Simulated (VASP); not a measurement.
Here is a VASP 6.6.1 calculation.

The input INCAR:

```
ALGO = Normal ; EDIFF = 1E-7
ENCUT = 520 ; GGA = CA
ISIF = 2 ; ISMEAR = -1
LASPH = T ; LCHARG = F
LREAL = F ; LWAVE = F
NBANDS = 12 ; NELM = 80
PREC = Accurate ; SIGMA = 0.1
```

File KPOINTS:

```
k-points
0
Gamma
  18 18 18
```

Contents of POSCAR:

```
Nb
1.0
   -1.6244676389      1.6244676389      1.6244676389
    1.6244676389     -1.6244676389      1.6244676389
    1.6244676389      1.6244676389     -1.6244676389
Nb
1
Direct
    0.0000000000      0.0000000000      0.0000000000
```

Potentials or basis: VASP PAW LDA potentials, release 64 (Nb_sv).

Launch:

```sh
$ cat potpaw_LDA.64/Nb_sv/POTCAR > POTCAR
$ mpirun -np 1 vasp_std > vasp.out
```

(1) Predict the pressure.

Answers

(1) -0.2 GPa.
